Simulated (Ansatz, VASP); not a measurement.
Given: the input of a run of VASP 6.6.1 on CoO.

Contents of INCAR:

```
  ALGO = Normal
  EDIFF = 1E-6
  ENCUT = 520
  GGA = PE
  ISIF = 2
  ISMEAR = -1
  ISPIN = 2
  LASPH = T
  LCHARG = T
  LELF = T
  LMAXMIX = 4
  LORBIT = 11
  LREAL = F
  LVHAR = T
  LWAVE = F
  MAGMOM = 2 0
  NBANDS = 18
  NELM = 150
  PREC = Accurate
  SIGMA = 0.05
```

KPOINTS

```
k-points
0
Gamma
  11 11 10
```

File POSCAR:

```
CoO
1.0
    2.8839238876      0.0000000000      0.0000000000
   -1.4419670419      2.4975518047      0.0000000000
    0.0000000000      0.0000000000      2.7751006110
Co O
1 1
Direct
    0.0000000000      0.0000000000      0.5000000000
    0.6666700000      0.3333300000      0.0000000000
```

Potentials or basis: VASP PAW PBE potentials, release 64 (Co, O).

Run with:

```console
$ cat potpaw_PBE.64/Co/POTCAR potpaw_PBE.64/O/POTCAR > POTCAR
$ mpirun -np 1 vasp_std > vasp.out
```

Problem. Translate it to Ansatz 0.2.0. Potentials there: Ansatz PAW.

Solution. As run (the cutoff follows the program's own potentials):

Contents of input.yaml:

```yaml
crystal:
  lattice:
    - [2.8839238876, 0.0, 0.0]
    - [-1.4419670419, 2.4975518047, 0.0]
    - [0.0, 0.0, 2.775100611]
  atoms:
    - { symbol: Co, position: [0.0, 0.0, 0.5], spin: 2.0 }
    - { symbol: O, position: [0.66667, 0.33333, 0.0] }
hamiltonian:
  xc: pbe
  pseudopotentials: { kind: paw }
magnetization:
  spin_polarized: true
kpoints:
  mp_grid: { grid: [11, 11, 10] }
scf:
  occupations: { method: fermi_dirac, width: 0.05 }
output:
  forces: true
  stress: true
  eigenvalues: true
```

Potentials or basis: Ansatz PAW.

Launch:

```sh
$ ansatz run input.yaml --threads 2 --pin off --max-ram 5632MiB --backend cpu --events-out ev --progress --plain --runs-dir out
```

Both were run:

|  | VASP | Ansatz | Ansatz less VASP |
| --- | --- | --- | --- |
| gap on the k mesh at the Fermi level (eV) | none | none | - |
| pressure (GPa) | -9.9 | -9.5 | +0.41 |
| traceless stress, the component that is largest in VASP (GPa) | -2.21 | -1.90 | +0.307 |
| net moment per atom (μB) | 1.50 | 1.50 | 0.000 |
| size of the moment on the site where the two differ most (μB) | 2.56 | 2.52 | -0.039 |

Site moments also hang on the region over which each program counts them. A gap of «none» marks a metal or a gap that the smearing closes. With one functional, cell and mesh, what is left measures potentials, basis and numerics. VASP's potentials hold 15 valence electrons a cell and Ansatz's 23, so a difference there can come from the potentials and not from the codes.
